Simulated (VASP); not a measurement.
Runs of VASP 6.6.1 on GaN. The structure is that of space group F-43m (No. 216), or close to it. The cells are those of the table. 

```tsv
cell	gap on the mesh (eV)	pressure (GPa)
a = 3.188, b = 3.188, c = 3.107 Å, angles 60.8, 60.8, 58.3°, 2 atoms	2.20	5.1
a = 3.108, b = 3.108, c = 3.028 Å, angles 60.9, 60.9, 58.3°, 2 atoms	2.70	24.4
a = 3.068, b = 3.068, c = 3.028 Å, angles 60.4, 60.4, 59.1°, 2 atoms	2.92	32.8
a = 3.346 Å, angles 60.0°, 2 atoms	(a)	-20.8
a = 3.267 Å, angles 60.0°, 2 atoms	1.63	-12.3
a = 3.149, b = 3.149, c = 3.028 Å, angles 61.3, 61.3, 57.5°, 2 atoms	2.48	17.2
a = 3.147, b = 3.147, c = 3.107 Å, angles 60.4, 60.4, 59.2°, 2 atoms	2.41	10.8
a = 3.068, b = 3.068, c = 3.107 Å, angles 59.6, 59.6, 60.9°, 2 atoms	2.72	(b)
a = 3.107 Å, angles 60.0°, 2 atoms	2.62	17.3
a = 3.028 Å, angles 60.0°, 2 atoms	3.14	41.5
```

Alike in all rows: task single point; level r2SCAN; potentials or basis VASP PAW PBE potentials, release 64 (Ga_d, N); no spin polarisation; k mesh 10 × 10 × 10; cutoff (eV) 520; smearing gaussian 0.05 eV.

Problem. Estimate the missing entries.

Solution. (a) 1.15; (b) 24.5.

Caveats: the PAW data sets were made with another functional, which shifts forces and pressure a little.

A k mesh can miss the band edges, and the runs leave out spin-orbit coupling on Ga.
